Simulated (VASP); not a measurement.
B:

```
CELL_PARAMETERS angstrom
1.20266 -3.81508 0.00000
1.20266 3.81508 0.00000
0.00000 0.00000 3.18287
ATOMIC_POSITIONS crystal
B 0.09800 0.90200 0.91000
B 0.59800 0.40200 0.59000
B 0.90200 0.09800 0.09000
B 0.40200 0.59800 0.41000
```

| Item | Value |
| --- | --- |
| Program | VASP 6.6.1 |
| Task | relaxation of cell and atoms |
| Functional | PBE |
| Potentials or basis | VASP PAW PBE potentials, release 64 (B) |
| Cutoff | 600 eV |
| k mesh | 8 × 8 × 6 |
| Occupations | gaussian, width 0.1 eV |
| Spin | no spin polarisation |

At the start: pressure 43.4 GPa; volume 7.30 Å³/atom.

Problem. Where does the relaxation end?

Solution. Over 26 steps the energy falls by 1470.9 meV/atom and the volume is 6.38 Å³/atom (-12.6 %); space group Cmce (No. 64, to 0.1 Å) before and after.

Step by step:
| step | energy change (eV) | largest force (eV/Å) | pressure (GPa) | volume (Å³) |
| --- | --- | --- | --- | --- |
| 1 | 0.0000 | 2.4718 | 43.41 | 29.21 |
| 2 | -0.1791 | 1.4869 | -26.32 | 38.36 |
| 3 | -0.8042 | 0.5760 | -3.35 | 33.49 |
| 4 | -0.8048 | 0.5696 | -2.62 | 33.39 |
| 5 | -0.9649 | 0.5667 | -2.74 | 33.20 |
| 6 | -1.7575 | 1.0189 | -4.36 | 32.46 |
| 7 | -3.5669 | 0.7206 | -11.50 | 30.28 |
| 8 | -3.6474 | 0.9670 | -11.33 | 29.68 |
| 9 | -3.6301 | 0.8211 | -11.60 | 29.91 |
| 10 | -3.6565 | 0.8762 | -11.80 | 29.85 |
| 11 | -3.7221 | 1.0734 | -12.20 | 29.64 |
| 12 | -3.7873 | 1.5786 | -11.85 | 29.19 |
| 13 | -3.8736 | 1.6162 | -11.62 | 29.08 |
| 14 | -4.1243 | 1.7386 | -10.86 | 28.75 |
| 15 | -4.5689 | 1.8606 | -8.72 | 28.08 |
| 16 | -5.1180 | 1.9315 | -1.49 | 26.65 |
| 17 | -4.3260 | 1.5207 | 31.95 | 23.57 |
| 18 | -5.1975 | 1.9290 | 4.08 | 25.94 |
| 19 | -5.4409 | 1.5779 | 1.88 | 25.91 |
| 20 | -5.8051 | 0.5465 | -1.97 | 25.80 |
| 21 | -5.8234 | 0.4963 | -2.29 | 25.76 |
| 22 | -5.8247 | 0.4560 | -2.29 | 25.77 |
| 23 | -5.8694 | 0.2318 | -0.73 | 25.62 |
| 24 | -5.8831 | 0.0543 | 0.74 | 25.48 |
| 25 | -5.8831 | 0.0526 | 0.80 | 25.48 |
| 26 | -5.8835 | 0.0266 | 0.18 | 25.53 |

Final structure:
```
CELL_PARAMETERS angstrom
1.46958 -2.66265 0.00000
1.46958 2.66265 0.00000
0.00000 0.00000 3.26249
ATOMIC_POSITIONS crystal
B 0.15611 0.84389 0.90910
B 0.65611 0.34389 0.59090
B 0.84389 0.15611 0.09090
B 0.34389 0.65611 0.40910
```

Caveat: a cell axis changed by over 15 % at a fixed basis, so the end point is rough.
